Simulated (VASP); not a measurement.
Wanted: the native input for a VASP 6.6.1 run.

```yaml
Task: electric field gradients
Functional: PBE
Potentials_or_basis: VASP PAW PBE potentials, release 64 (Cd, Te)
Cutoff: 520 eV
k_mesh: 9 × 9 × 9
Occupations: fermi-dirac, width 0.08 eV
Spin: no spin polarisation
Dipole_correction: no
Further_INCAR_settings: ALGO = Normal; EDIFF = 1e-08; NBANDS = 16
```

The structure of CdTe lies in POSCAR:

```
CdTe
1.0
    0.0000000000      3.2262257841      3.2262257841
    3.2262257841      0.0000000000      3.2262257841
    3.2262257841      3.2262257841      0.0000000000
Cd Te
1 1
Direct
    0.0000000000      0.0000000000      0.0000000000
    0.7500000000      0.7500000000      0.7500000000
```

This cell differs from its parent crystal: volume scaled by 1.02.

One way to write it, as run:

INCAR

```
SYSTEM = CdTe
PREC = Accurate
ENCUT = 520
EDIFF = 1E-8
ISMEAR = -1
SIGMA = 0.08
LREAL = .FALSE.
LASPH = .TRUE.
NELM = 80
ALGO = Normal
ISIF = 2
LWAVE = .FALSE.
LCHARG = .FALSE.
GGA = PE
LEFG = .TRUE.
NBANDS = 16
```

KPOINTS

```
regular mesh
0
G
  9 9 9
  0 0 0
```

Potentials or basis: VASP PAW PBE potentials, release 64 (Cd, Te).

Command:

```bash
$ cat potpaw_PBE.64/Cd/POTCAR potpaw_PBE.64/Te/POTCAR > POTCAR
$ mpirun -np 1 vasp_std > vasp.out
```

It gave:

The pressure is 3.4 GPa. The band gap on the k mesh is 0.81 eV, direct.

Caveat: without QUAD_EFG the Cq values of the log hold for a quadrupole moment of 1 mb, not for the nuclei; spin-orbit coupling is left out, which moves the levels of the heavy elements.

Wall time 29 s on 1 thread of Intel(R) Xeon(R) 6975P-C (Granite Rapids), on a shared host, peak memory 0.22 GiB.
